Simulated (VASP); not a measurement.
# Pr4Sb (Cmmm) in VASP: relaxation of cell and atoms with PBE

Aim: the relaxation of cell and atoms of Pr4Sb with PBE.

All numbers are computed with VASP 6.6.1; they aren't measurements. Logs are shortened: lines on timing, memory, paths and dates and some standing lists are left out, and cuts for length are marked.

## (1) The cell of the first run

Symmetry: Cmmm, No. 65, orthorhombic system. Conventional cell: a = 8.174 Å, b = 11.390 Å, c = 4.173 Å, α = 90.00°, β = 90.00°, γ = 90.00°. Within 4.2 Å of Pr (site symmetry m2m) lie 1 Sb at 3.11 Å and 8 Pr at 3.78 to 4.17 Å. Pr (site symmetry 2mm) has 2 Sb at 3.09 Å and 7 Pr at 3.60 to 4.17 Å within 4.2 Å. Sb (site symmetry mmm) has 6 Pr at 3.09 to 3.11 Å and 2 Sb at 4.17 Å within 4.2 Å.

## (2) Relaxation of cell and atoms, PBE

The input, INCAR:

```
SYSTEM = Pr4Sb
PREC = Accurate
ENCUT = 500
EDIFF = 1E-7
ISMEAR = 0
SIGMA = 0.1
LREAL = .FALSE.
LASPH = .TRUE.
NELM = 200
ALGO = Normal
ISIF = 3
LWAVE = .FALSE.
LCHARG = .FALSE.
GGA = PE
IBRION = 2
NSW = 80
EDIFFG = -0.001
GGA_COMPAT = .FALSE.
NELMIN = 4
LMAXMIX = 6
```

The input, KPOINTS:

```
Automatic mesh
0
G
  6 6 8
  0 0 0
```

The input, POSCAR:

```
Pr4Sb
1.0
    4.0870747098     -5.6951414781      0.0000000000
    4.0870747098      5.6951414781      0.0000000000
    0.0000000000      0.0000000000      4.1728590660
Pr Sb
4 1
Direct
    0.7269616420      0.2730383580      0.0000000000
    0.2795349124      0.2795349124      0.5000000000
    0.7204650876      0.7204650876      0.5000000000
    0.2730383580      0.7269616420      0.0000000000
    0.0000000000      0.0000000000      0.0000000000
```

Potentials or basis: VASP PAW PBE potentials, release 64 (Pr_3, Sb), 4f in core.

Command:

```bash
> cat potpaw_PBE.64/Pr_3/POTCAR potpaw_PBE.64/Sb/POTCAR > POTCAR
> mpirun -np 1 vasp_std > vasp.out
```

OUTCAR:

```text
SYSTEM = Pr4Sb
   PREC = Accurate
   ENCUT = 500
   EDIFF = 1E-7
   ISMEAR = 0
   LREAL = .FALSE.
   LASPH = .TRUE.
   NELM = 200
   ISIF = 3
   GGA = PE
   IBRION = 2
   NSW = 80
   EDIFFG = -0.001
   NELMIN = 4

 ion  position               nearest neighbor table
   1  0.727  0.273  0.000-   5 3.11   3 3.78   2 3.78   2 3.78   3 3.78
   2  0.280  0.280  0.500-   5 3.09   5 3.09   3 3.60   1 3.78   1 3.78   4 3.78   4 3.78
   3  0.720  0.720  0.500-   5 3.09   5 3.09   2 3.60   1 3.78   1 3.78   4 3.78   4 3.78
   4  0.273  0.727  0.000-   5 3.11   3 3.78   2 3.78   2 3.78   3 3.78
   5  0.000  0.000  0.000-   2 3.09   3 3.09   2 3.09   3 3.09   1 3.11   4 3.11

  LATTYP: Found a base centered orthorhombic cell.
 ALAT       =     8.1741494196
 B/A-ratio  =     1.3934517675
 C/A-ratio  =     0.5104945912

  Lattice vectors:

 A1 = (   4.0870747098,  -5.6951414781,   0.0000000000)
 A2 = (   4.0870747098,   5.6951414781,   0.0000000000)
 A3 = (   0.0000000000,   0.0000000000,   4.1728590660)

Analysis of symmetry for initial positions (statically):
=====================================================================
 Subroutine PRICEL returns:
 Original cell was already a primitive cell.

 Routine SETGRP: Setting up the symmetry group for a
 base centered orthorhombic supercell.

 Subroutine GETGRP returns: Found  8 space group operations
 (whereof  8 operations were pure point group operations)
 out of a pool of  8 trial point group operations.

The static configuration has the point symmetry D_2h.

Analysis of symmetry for dynamics (positions and initial velocities):
=====================================================================
 Subroutine PRICEL returns:
 Original cell was already a primitive cell.

 Routine SETGRP: Setting up the symmetry group for a
 base centered orthorhombic supercell.

 Subroutine GETGRP returns: Found  8 space group operations
 (whereof  8 operations were pure point group operations)
 out of a pool of  8 trial point group operations.

The dynamic configuration has the point symmetry D_2h.

 Subroutine INISYM returns: Found  8 space group operations
 (whereof  8 operations are pure point group operations),
 and found     1 'primitive' translations

----------------------------------------------------------------------------------------

                                     Primitive cell

  volume of cell :     194.2588

  direct lattice vectors                    reciprocal lattice vectors
     4.087074710 -5.695141478  0.000000000     0.122336888 -0.087794132  0.000000000
     4.087074710  5.695141478  0.000000000     0.122336888  0.087794132  0.000000000
     0.000000000  0.000000000  4.172859066     0.000000000  0.000000000  0.239643847

  length of vectors
     7.009908426  7.009908426  4.172859066     0.150579294  0.150579294  0.239643847

  position of ions in fractional coordinates (direct lattice)
     0.726961642  0.273038358  0.000000000
     0.279534912  0.279534912  0.500000000
     0.720465088  0.720465088  0.500000000
     0.273038358  0.726961642  0.000000000
     0.000000000  0.000000000  0.000000000

  ion indices of the primitive-cell ions
   primitive index   ion index
                 1           1
                 2           2
                 3           3
                 4           4
                 5           5

----------------------------------------------------------------------------------------

 KPOINTS: Automatic mesh

Automatic generation of k-mesh.
 Grid dimensions read from file:
 generate k-points for:    6    6    8

 Generating k-lattice:

  Cartesian coordinates                     Fractional coordinates (reciprocal lattice)
     0.020389481 -0.014632355  0.000000000     0.166666667 -0.000000000  0.000000000
     0.020389481  0.014632355  0.000000000    -0.000000000  0.166666667  0.000000000
     0.000000000  0.000000000  0.029955481     0.000000000  0.000000000  0.125000000

  Length of vectors
     0.025096549  0.025096549  0.029955481

  Shift w.r.t. Gamma in fractional coordinates (k-lattice)
     0.000000000  0.000000000  0.000000000

 Subroutine IBZKPT returns following result:
 ===========================================

 Found     65 irreducible k-points:

 Following reciprocal coordinates:
            Coordinates               Weight
  0.000000  0.000000  0.000000      1.000000
  0.166667 -0.000000  0.000000      4.000000
  0.333333 -0.000000  0.000000      4.000000
  0.500000  0.000000  0.000000      2.000000
  0.166667  0.166667  0.000000      2.000000
  0.333333  0.166667  0.000000      4.000000
[... 16 lines left out ...]
  0.333333  0.333333  0.125000      4.000000
  0.500000  0.333333  0.125000      8.000000
 [... further k-points ...]
   k-points           NKPTS =     65   k-points in BZ     NKDIM =     65   number of bands    NBANDS=     29
   number of dos      NEDOS =    301   number of ions     NIONS =      5
   total plane-waves  NPLWV =  87480
   dimension x,y,z NGX =    54 NGY =   54 NGZ =   30
   dimension x,y,z NGXF=   108 NGYF=  108 NGZF=   60
   ions per type =               4   1
   NGX,Y,Z   is equivalent  to a cutoff of  12.81, 12.81, 11.95 a.u.
   NGXF,Y,Z  is equivalent  to a cutoff of  25.61, 25.61, 23.90 a.u.
 SYSTEM =  Pr4Sb
   PREC   = accura    normal or accurate (medium, high low for compatibility)
   ISTART =      0    job   : 0-new  1-cont  2-samecut
   ICHARG =      2    charge: 1-file 2-atom 10-const
   ISPIN  =      1    spin polarized calculation?
   LNONCOLLINEAR =      F non collinear calculations
   LSORBIT =      F    spin-orbit coupling
   LASPH  =      T    aspherical Exc in radial PAW
   ENCUT  =  500.0 eV  36.75 Ry    6.06 a.u.  12.78 12.78  7.61*2*pi/ulx,y,z
   NELM   =    200;   NELMIN=  4; NELMDL= -5     # of ELM steps
   EDIFF  = 0.1E-06   stopping-criterion for ELM
   LREAL  =      F    real-space projection
   EDIFFG = -.1E-02   stopping-criterion for IOM
   NSW    =     80    number of steps for IOM
   IBRION =      2    ionic relax: 0-MD 1-quasi-New 2-CG
   NFREE  =      1    steps in history (QN), initial steepest desc. (CG)
   ISIF   =      3    stress and relaxation
   ISYM   =      2    0-nonsym 1-usesym 2-fastsym
   POTIM  = 0.5000    time-step for ionic-motion
   TEBEG  =    0.0;   TEEND  =   0.0 temperature during run
   PSTRESS=    0.0 pullay stress
   NELECT =      49.0000    total number of electrons
   NUPDOWN=      -1.0000    fix difference up-down
   EMIN   =  10.00;   EMAX   =-10.00  energy-range for DOS
   EFERMI =   0.00;   METHOD = LEGACY
   ISMEAR =     0;   SIGMA  =   0.10  broadening in eV -4-tet -1-fermi 0-gaus
   EFERMI_NEDOS =   21; number of points for ismear=-14 and -15
   IALGO  =     38    algorithm
   IMIX   =      4    mixing-type and parameters
     AMIX     =   0.40;   BMIX     =  1.00
     AMIX_MAG =   1.60;   BMIX_MAG =  1.00
  volume/ion in A,a.u.               =      38.85       262.18
  Fermi-wavevector in a.u.,A,eV,Ry     =   1.034380  1.954694 14.557432  1.069941
  Thomas-Fermi vector in A             =   2.168672
   LORBIT       =      0    0 simple, 1 ext, 2 COOP (PROOUT), +10 PAW based schemes
   GGA     = PE    functional components
   LHFCALC =     F    Hartree Fock is set to
   AEXX    =    0.0000 exact exchange contribution
   IVDW    =     0    specifies the selected vdW correction
   LEPSILON=     F    determine dielectric tensor
   LRPA    =     F    only Hartree local field effects (RPA)
 conjugate gradient relaxation of ions
 non-spin polarized calculation
 Gauss-broadening in eV      SIGMA  =   0.10
  energy-cutoff  :      500.00
  volume of cell :      194.26
 maximum number of plane-waves:      4990
 NGX is ok and might be reduce to    54
   NGX = 25   NGY = 25   NGZ = 15

--------------------------------------- Ionic step        1  -------------------------------------------

 number of electron      49.0000000 magnetization

 Free energy of the ion-electron system (eV)
  ---------------------------------------------------
  ext. energy  EPLUGINS =         0.00000000
  ---------------------------------------------------
  free energy    TOTEN  =       -23.94731750 eV

  energy without entropy =      -23.90363254  energy(sigma->0) =      -23.92547502

------------------------ aborting loop because EDIFF is reached ----------------------------------------

  FORCE on cell =-STRESS in cart. coord.  units (eV):
  Direction    XX          YY          ZZ          XY          YZ          ZX
  --------------------------------------------------------------------------------------
  -------------------------------------------------------------------------------------
  Total        0.1528386      0.1677011      0.1319174     -0.0000000      0.0000000      0.0000000
  in kB        1.2605580      1.3831388      1.0880076     -0.0000000      0.0000000      0.0000000
  external PRESSURE =       1.2439015 kB  Pullay stress =       0.0000000 kB
[... 98 lines left out ...]
  FREE ENERGIE OF THE ION-ELECTRON SYSTEM (eV)
  ---------------------------------------------------
  free  energy   TOTEN  =       -23.9475755617 eV

  energy  without entropy=      -23.9037432308  energy(sigma->0) =      -23.92565940

[... ionic steps 4 to 14 ...]

--------------------------------------- Ionic step       15  -------------------------------------------

 number of electron      49.0000000 magnetization

------------------------ aborting loop because EDIFF is reached ----------------------------------------

  FORCE on cell =-STRESS in cart. coord.  units (eV):
  Direction    XX          YY          ZZ          XY          YZ          ZX
  --------------------------------------------------------------------------------------
  -------------------------------------------------------------------------------------
  Total       -0.0025429     -0.0004567      0.0023618      0.0000000      0.0000000      0.0000000
  in kB       -0.0209027     -0.0037539      0.0194143      0.0000000      0.0000000      0.0000000
  external PRESSURE =      -0.0017474 kB  Pullay stress =       0.0000000 kB
[... 63 lines left out ...]
  energy  without entropy=      -23.9038799323  energy(sigma->0) =      -23.92575309

--------------------------------------- Ionic step       17  -------------------------------------------

 number of electron      49.0000000 magnetization

 Free energy of the ion-electron system (eV)
  ---------------------------------------------------
  ext. energy  EPLUGINS =         0.00000000
  ---------------------------------------------------
  free energy    TOTEN  =       -23.94762665 eV

  energy without entropy =      -23.90388290  energy(sigma->0) =      -23.92575477

 E-fermi :   3.3591     XC(G=0):  -9.0896

 val. band max:        3.3588953639   @ k =   0.1667  -0.0000   0.5000
 cond. band min:       3.3622440300   @ k =   0.3333  -0.0000   0.3750
 fundamental gap:      0.0033486660
 Fermi energy:         3.3591126869

 k-point     1 :       0.0000    0.0000    0.0000
  band No.  band energies     occupation
      1     -33.3488      2.00000
      2     -33.3328      2.00000
      3     -33.0244      2.00000
      4     -32.9962      2.00000
      5     -15.5148      2.00000
      6     -15.4900      2.00000
[... 757 lines left out ...]
     28       4.1499      0.00000
     29       4.4431      0.00000

 [... further k-points ...]

------------------------ aborting loop because EDIFF is reached ----------------------------------------

  FORCE on cell =-STRESS in cart. coord.  units (eV):
  Direction    XX          YY          ZZ          XY          YZ          ZX
  --------------------------------------------------------------------------------------
  -------------------------------------------------------------------------------------
  Total       -0.0004795      0.0010609      0.0000220      0.0000000      0.0000000      0.0000000
  in kB       -0.0039418      0.0087206      0.0001812      0.0000000      0.0000000      0.0000000
  external PRESSURE =       0.0016534 kB  Pullay stress =       0.0000000 kB
[... 20 lines left out ...]
  FREE ENERGIE OF THE ION-ELECTRON SYSTEM (eV)
  ---------------------------------------------------
  free  energy   TOTEN  =       -23.9476266480 eV

  energy  without entropy=      -23.9038829010  energy(sigma->0) =      -23.92575477

 reached required accuracy - stopping structural energy minimisation
```

Run time: 52 min. Hardware: 1 thread of Intel Xeon Platinum 8259CL at 2.50GHz (Skylake/Cascade Lake), shared host; peak memory 0.51 GiB.

What came out:

```yaml
Free_energy: -23.9476 eV
Relaxed_volume: 38.98 Å³/atom
Relaxed_cell: a = 7.025 Å, b = 7.025 Å, c = 4.171 Å, α = 90.00°, β = 90.00°, γ = 108.78°
Space_group_after_relaxing_to_0.1_Å: Cmmm (No. 65)
Energy_gained_by_relaxing: 0.1 meV/atom
Ionic_steps: 17
Pressure_after_relaxing: 0.0 GPa
Band_gap_on_the_k_mesh: zero (an odd number of electrons rules out a gap without spin polarisation)
```

The path:
```
step  energy change (eV)  largest force (eV/Å)  pressure (GPa)  volume (Å³)
   1              0.0000                0.0136            0.12       194.26
   2             -0.0002                0.0084           -0.04       195.11
   3             -0.0003                0.0055            0.00       194.91
   4             -0.0003                0.0057            0.00       194.92
   5             -0.0003                0.0059            0.00       194.92
   6             -0.0003                0.0062            0.00       194.94
   7             -0.0003                0.0057            0.00       194.93
   8             -0.0003                0.0046            0.00       194.92
   9             -0.0003                0.0046            0.01       194.88
  10             -0.0003                0.0033            0.01       194.90
  11             -0.0003                0.0026            0.00       194.92
  12             -0.0003                0.0016           -0.01       194.98
  13             -0.0003                0.0017            0.00       194.93
  14             -0.0003                0.0019            0.00       194.92
  15             -0.0003                0.0012            0.00       194.91
  16             -0.0003                0.0012            0.00       194.90
  17             -0.0003                0.0004            0.00       194.90
```

Final structure:
```
CELL_PARAMETERS angstrom
4.09023 -5.71155 0.00000
4.09023 5.71155 0.00000
0.00000 0.00000 4.17143
ATOMIC_POSITIONS crystal
Pr 0.72741 0.27259 0.00000
Pr 0.28005 0.28005 0.50000
Pr 0.71995 0.71995 0.50000
Pr 0.27259 0.72741 0.00000
Sb 0.00000 0.00000 0.00000
```

Caveat: spin-orbit coupling is left out, which moves the levels of the heavy elements; the 4f electrons are frozen in the core, so they carry no moment and show no levels. Spin polarisation is off, so any magnetic state and its effect on volume and gap are missing.
